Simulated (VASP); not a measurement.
# In (Im-3m) in VASP: notebook

The runs below take In through single point, with PBE.

All numbers are computed with VASP 6.6.1; they aren't measurements. Logs are shortened: lines on timing, memory, paths and dates and some standing lists are left out, and cuts for length are marked.

## 1. The cell of the first run

Symmetry: Im-3m, No. 229, cubic system. Conventional cell: a = 3.740 Å, b = 3.740 Å, c = 3.740 Å, α = 90.00°, β = 90.00°, γ = 90.00°. In (site symmetry m-3m) has 14 In at 3.24 to 3.74 Å within 4.3 Å.

## 2. Single point, PBE

INCAR

```
PREC = Accurate ; ENCUT = 520
EDIFF = 1E-6 ; ISMEAR = 0
SIGMA = 0.05 ; LREAL = False
LASPH = True ; NELM = 60
ALGO = Normal ; ISIF = 2
LWAVE = False ; LCHARG = True
GGA = PE ; LELF = True
LVHAR = True ; NBANDS = 12
```

KPOINTS

```
regular mesh
0
Gamma
  16 16 16
```

POSCAR

```
In
1.0
   -1.8700426082      1.8700426082      1.8700426082
    1.8700426082     -1.8700426082      1.8700426082
    1.8700426082      1.8700426082     -1.8700426082
In
1
Direct
    0.0000000000      0.0000000000      0.0000000000
```

Potentials or basis: VASP PAW PBE potentials, release 64 (In_d).

The run is started by

```sh
> cat potpaw_PBE.64/In_d/POTCAR > POTCAR
> mpirun -np 1 vasp_std > vasp.out
```

OUTCAR:

```text
PREC = Accurate
   ENCUT = 520
   EDIFF = 1E-6
   ISMEAR = 0
   LREAL = False
   LASPH = True
   NELM = 60
   ISIF = 2
   GGA = PE

 ion  position               nearest neighbor table
   1  0.000  0.000  0.000-

  LATTYP: Found a body centered cubic cell.
 ALAT       =     3.7400852164

  Lattice vectors:

 A1 = (  -1.8700426082,   1.8700426082,   1.8700426082)
 A2 = (   1.8700426082,  -1.8700426082,   1.8700426082)
 A3 = (   1.8700426082,   1.8700426082,  -1.8700426082)

Analysis of symmetry for initial positions (statically):
=====================================================================
 Subroutine PRICEL returns:
 Original cell was already a primitive cell.

 Routine SETGRP: Setting up the symmetry group for a
 body centered cubic supercell.

 Subroutine GETGRP returns: Found 48 space group operations
 (whereof 48 operations were pure point group operations)
 out of a pool of 48 trial point group operations.

The static configuration has the point symmetry O_h .

Analysis of symmetry for dynamics (positions and initial velocities):
=====================================================================
 Subroutine PRICEL returns:
 Original cell was already a primitive cell.

 Routine SETGRP: Setting up the symmetry group for a
 body centered cubic supercell.

 Subroutine GETGRP returns: Found 48 space group operations
 (whereof 48 operations were pure point group operations)
 out of a pool of 48 trial point group operations.

The dynamic configuration has the point symmetry O_h .

 Subroutine INISYM returns: Found 48 space group operations
 (whereof 48 operations are pure point group operations),
 and found     1 'primitive' translations

----------------------------------------------------------------------------------------

                                     Primitive cell

  volume of cell :      26.1586

  direct lattice vectors                    reciprocal lattice vectors
    -1.870042608  1.870042608  1.870042608     0.000000000  0.267373587  0.267373587
     1.870042608 -1.870042608  1.870042608     0.267373587  0.000000000  0.267373587
     1.870042608  1.870042608 -1.870042608     0.267373587  0.267373587  0.000000000

  length of vectors
     3.239008810  3.239008810  3.239008810     0.378123353  0.378123353  0.378123353

  position of ions in fractional coordinates (direct lattice)
     0.000000000  0.000000000  0.000000000

  ion indices of the primitive-cell ions
   primitive index   ion index
                 1           1

----------------------------------------------------------------------------------------

 KPOINTS: regular mesh

Automatic generation of k-mesh.
 Grid dimensions read from file:
 generate k-points for:   16   16   16

 Generating k-lattice:

  Cartesian coordinates                     Fractional coordinates (reciprocal lattice)
     0.000000000  0.016710849  0.016710849     0.062500000  0.000000000  0.000000000
     0.016710849  0.000000000  0.016710849     0.000000000  0.062500000  0.000000000
     0.016710849  0.016710849  0.000000000     0.000000000  0.000000000  0.062500000

  Length of vectors
     0.023632710  0.023632710  0.023632710

  Shift w.r.t. Gamma in fractional coordinates (k-lattice)
     0.000000000  0.000000000  0.000000000

 Subroutine IBZKPT returns following result:
 ===========================================

 Found    145 irreducible k-points:

 Following reciprocal coordinates:
            Coordinates               Weight
  0.000000  0.000000  0.000000      1.000000
  0.062500  0.000000  0.000000     12.000000
  0.125000  0.000000  0.000000     12.000000
  0.187500  0.000000  0.000000     12.000000
  0.250000  0.000000  0.000000     12.000000
  0.312500  0.000000  0.000000     12.000000
[... 16 lines left out ...]
  0.187500  0.187500  0.000000     24.000000
  0.250000  0.187500  0.000000     48.000000
 [... further k-points ...]
   k-points           NKPTS =    145   k-points in BZ     NKDIM =    145   number of bands    NBANDS=     12
   number of dos      NEDOS =    301   number of ions     NIONS =      1
   total plane-waves  NPLWV =  13824
   dimension x,y,z NGX =    24 NGY =   24 NGZ =   24
   dimension x,y,z NGXF=    48 NGYF=   48 NGZF=   48
   ions per type =               1
   NGX,Y,Z   is equivalent  to a cutoff of  12.32, 12.32, 12.32 a.u.
   NGXF,Y,Z  is equivalent  to a cutoff of  24.64, 24.64, 24.64 a.u.
 SYSTEM =  unknown system
   PREC   = accura    normal or accurate (medium, high low for compatibility)
   ISTART =      0    job   : 0-new  1-cont  2-samecut
   ICHARG =      2    charge: 1-file 2-atom 10-const
   ISPIN  =      1    spin polarized calculation?
   LNONCOLLINEAR =      F non collinear calculations
   LSORBIT =      F    spin-orbit coupling
   LASPH  =      T    aspherical Exc in radial PAW
   ENCUT  =  520.0 eV  38.22 Ry    6.18 a.u.   6.02  6.02  6.02*2*pi/ulx,y,z
   NELM   =     60;   NELMIN=  2; NELMDL= -5     # of ELM steps
   EDIFF  = 0.1E-05   stopping-criterion for ELM
   LREAL  =      F    real-space projection
   EDIFFG = 0.1E-04   stopping-criterion for IOM
   NSW    =      0    number of steps for IOM
   IBRION =     -1    ionic relax: 0-MD 1-quasi-New 2-CG
   NFREE  =      0    steps in history (QN), initial steepest desc. (CG)
   ISIF   =      2    stress and relaxation
   ISYM   =      2    0-nonsym 1-usesym 2-fastsym
   POTIM  = 0.5000    time-step for ionic-motion
   TEBEG  =    0.0;   TEEND  =   0.0 temperature during run
   PSTRESS=    0.0 pullay stress
   NELECT =      13.0000    total number of electrons
   NUPDOWN=      -1.0000    fix difference up-down
   EMIN   =  10.00;   EMAX   =-10.00  energy-range for DOS
   EFERMI =   0.00;   METHOD = LEGACY
   ISMEAR =     0;   SIGMA  =   0.05  broadening in eV -4-tet -1-fermi 0-gaus
   EFERMI_NEDOS =   21; number of points for ismear=-14 and -15
   IALGO  =     38    algorithm
   IMIX   =      4    mixing-type and parameters
     AMIX     =   0.40;   BMIX     =  1.00
     AMIX_MAG =   1.60;   BMIX_MAG =  1.00
  volume/ion in A,a.u.               =      26.16       176.53
  Fermi-wavevector in a.u.,A,eV,Ry     =   1.296735  2.450473 22.878479  1.681521
  Thomas-Fermi vector in A             =   2.428172
   LORBIT       =      0    0 simple, 1 ext, 2 COOP (PROOUT), +10 PAW based schemes
   GGA     = PE    functional components
   LHFCALC =     F    Hartree Fock is set to
   AEXX    =    0.0000 exact exchange contribution
   IVDW    =     0    specifies the selected vdW correction
   LEPSILON=     F    determine dielectric tensor
   LRPA    =     F    only Hartree local field effects (RPA)
 non-spin polarized calculation
 Gauss-broadening in eV      SIGMA  =   0.05
  energy-cutoff  :      520.00
  volume of cell :       26.16
 maximum number of plane-waves:       718
   NGX = 13   NGY = 13   NGZ = 13

 number of electron      12.9999994 magnetization

 Free energy of the ion-electron system (eV)
  ---------------------------------------------------
  ext. energy  EPLUGINS =         0.00000000
  ---------------------------------------------------
  free energy    TOTEN  =        -2.53418265 eV

  energy without entropy =       -2.53281505  energy(sigma->0) =       -2.53349885

 E-fermi :   7.5404     XC(G=0): -10.2547

 val. band max:        7.5387087256   @ k =  -0.3750  -0.4375   0.1875
 cond. band min:       7.5589746130   @ k =   0.3125   0.2500   0.1250
 fundamental gap:      0.0202658874
 Fermi energy:         7.5403772646

 k-point     1 :       0.0000    0.0000    0.0000
  band No.  band energies     occupation
      1      -7.1543      2.00000
      2      -7.1543      2.00000
      3      -7.1543      2.00000
      4      -6.8764      2.00000
      5      -6.8764      2.00000
      6      -2.0133      2.00000
      7      18.6478      0.00000
      8      18.6478      0.00000
      9      18.6478      0.00000
     10      20.5356      0.00000
     11      20.5356      0.00000
     12      20.5356      0.00000

 k-point     2 :       0.0625    0.0000    0.0000
  band No.  band energies     occupation
      1      -7.1586      2.00000
      2      -7.1502      2.00000
      3      -7.1379      2.00000
      4      -6.8810      2.00000
      5      -6.8765      2.00000
      6      -1.9229      2.00000
      7      17.6914      0.00000
      8      18.1896      0.00000
      9      18.4243      0.00000
     10      19.9080      0.00000
     11      20.1934      0.00000
     12      20.4225      0.00000

 k-point     3 :       0.1250    0.0000    0.0000
  band No.  band energies     occupation
      1      -7.1708      2.00000
      2      -7.1406      2.00000
      3      -7.0911      2.00000
      4      -6.8932      2.00000
      5      -6.8770      2.00000
      6      -1.6499      2.00000
      7      15.6441      0.00000
      8      17.2385      0.00000
      9      17.8019      0.00000
     10      19.3062      0.00000
     11      19.5801      0.00000
     12      20.4932      0.00000

 k-point     4 :       0.1875    0.0000    0.0000
  band No.  band energies     occupation
      1      -7.1891      2.00000
      2      -7.1323      2.00000
      3      -7.0200      2.00000
      4      -6.9073      2.00000
      5      -6.8775      2.00000
      6      -1.1907      2.00000
      7      13.4256      0.00000
      8      16.2191      0.00000
      9      17.0274      0.00000
     10      18.8079      0.00000
     11      18.9960      0.00000
     12      20.8933      0.00000

 k-point     5 :       0.2500    0.0000    0.0000
  band No.  band energies     occupation
      1      -7.2106      2.00000
      2      -7.1342      2.00000
      3      -6.9345      2.00000
      4      -6.9151      2.00000
      5      -6.8780      2.00000
      6      -0.5419      2.00000
      7      11.2642      0.00000
      8      15.2883      0.00000
      9      16.2954      0.00000
     10      18.3999      0.00000
     11      18.5067      0.00000
     12      21.5385      0.00000
[... 228 lines left out ...]
      1      -7.2399      2.00000
      2      -7.1563      2.00000
      3      -6.9008      2.00000
      4      -6.8915      2.00000
      5      -6.7502      2.00000
      6       2.7890      2.00000
      7       5.8670      2.00000
      8      11.5464      0.00000
      9      14.2038      0.00000
     10      18.4010      0.00000
     11      20.6367      0.00000
     12      22.8296      0.00000

 k-point    22 :       0.4375    0.1250    0.0000
  band No.  band energies     occupation
      1      -7.2435      2.00000
      2      -7.1608      2.00000
      3      -6.8949      2.00000
      4      -6.8937      2.00000
      5      -6.7363      2.00000
      6       3.8222      2.00000
      7       4.6642      2.00000
      8      11.4414      0.00000
      9      14.1124      0.00000
     10      18.3478      0.00000
     11      20.5889      0.00000
     12      23.7943      0.00000

 k-point    23 :       0.1875    0.1875    0.0000
  band No.  band energies     occupation
      1      -7.2039      2.00000
      2      -7.1246      2.00000
      3      -6.9268      2.00000
      4      -6.9027      2.00000
      5      -6.8530      2.00000
      6       0.4835      2.00000
      7      10.2315      0.00000
      8      11.4744      0.00000
      9      14.8982      0.00000
     10      19.6908      0.00000
     11      19.8695      0.00000
     12      22.7986      0.00000

 k-point    24 :       0.2500    0.1875    0.0000
  band No.  band energies     occupation
      1      -7.2143      2.00000
      2      -7.1164      2.00000
      3      -6.9202      2.00000
      4      -6.9055      2.00000
      5      -6.8156      2.00000
      6       1.4133      2.00000
      7       8.6646      0.00000
      8      10.5490      0.00000
      9      14.4110      0.00000
     10      19.4346      0.00000
     11      20.5370      0.00000
     12      23.0774      0.00000

 [... further k-points ...]

------------------------ aborting loop because EDIFF is reached ----------------------------------------

  FORCE on cell =-STRESS in cart. coord.  units (eV):
  Direction    XX          YY          ZZ          XY          YZ          ZX
  --------------------------------------------------------------------------------------
  -------------------------------------------------------------------------------------
  Total        0.4095089      0.4095089      0.4095089     -0.0000000     -0.0000000      0.0000000
  in kB       25.0818425     25.0818425     25.0818425     -0.0000000     -0.0000000      0.0000000
  external PRESSURE =      25.0818425 kB  Pullay stress =       0.0000000 kB

 VOLUME and BASIS-vectors are now :
 -----------------------------------------------------------------------------
  energy-cutoff  :      520.00
  volume of cell :       26.16
      direct lattice vectors                 reciprocal lattice vectors
    -1.870042608  1.870042608  1.870042608     0.000000000  0.267373587  0.267373587
     1.870042608 -1.870042608  1.870042608     0.267373587  0.000000000  0.267373587
     1.870042608  1.870042608 -1.870042608     0.267373587  0.267373587  0.000000000

 POSITION                                       TOTAL-FORCE (eV/Angst)
 -----------------------------------------------------------------------------------
      0.00000      0.00000      0.00000        -0.000000     -0.000000     -0.000000
 -----------------------------------------------------------------------------------
    total drift:                                0.000000      0.000000     -0.000000

  FREE ENERGIE OF THE ION-ELECTRON SYSTEM (eV)
  ---------------------------------------------------
  free  energy   TOTEN  =        -2.5341826512 eV

  energy  without entropy=       -2.5328150483  energy(sigma->0) =       -2.53349885
```

It took 18 s on 1 thread of Intel Xeon Platinum 8259CL at 2.50GHz (Skylake/Cascade Lake), shared host; peak memory 0.17 GiB.

Results:

```
Free energy : -2.5342 eV
Pressure    : 2.5 GPa
```

Caveat: spin-orbit coupling is left out, which moves the levels of the heavy elements.

(Continued in part 2 of 2.)
